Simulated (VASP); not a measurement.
A run of VASP 6.6.1:

File INCAR:

```
PREC = Accurate
ENCUT = 520
EDIFF = 1E-7
ISMEAR = 0
SIGMA = 0.1
LREAL = False
LASPH = True
NELM = 80
ALGO = Normal
ISIF = 2
LWAVE = False
LCHARG = False
LDIPOL = True
IDIPOL = 3
DIPOL = 0.5 0.5 0.392
GGA = PE
NBANDS = 26
```

The input KPOINTS:

```
regular mesh
0
Gamma
  11 11 1
```

POSCAR

```
SiC
1.0
    3.0969355204      0.0000000000      0.0000000000
    0.0000000000      3.0969355204      0.0000000000
    0.0000000000      0.0000000000     29.0669778592
C Si
4 4
Direct
    0.0006223591      0.4994466509      0.2646944005
    0.5006225667     -0.0005676357      0.3351550413
    0.0006220848      0.4994374095      0.4100276185
    0.5006228471     -0.0005669509      0.4852681400
    0.5006230698      0.4994247582      0.2961266343
    0.0006236813     -0.0005642193      0.3712632039
    0.5006232603      0.4994320092      0.4467185460
    0.0006282268     -0.0006699791      0.5249373943
```

Potentials or basis: VASP PAW PBE potentials, release 64 (C, Si).

Run with:

```console
$ cat potpaw_PBE.64/C/POTCAR potpaw_PBE.64/Si/POTCAR > POTCAR
$ mpirun -np 1 vasp_std > vasp.out
```

Hardware: 1 thread of Intel Xeon 8259CL, on a shared host.

Question: Estimate the wall time of this run.

Answer: It took 31 min on 1 thread of Intel Xeon 8259CL (shared host), peak memory 0.56 GiB. Counts: scf iterations 33, k points 61.
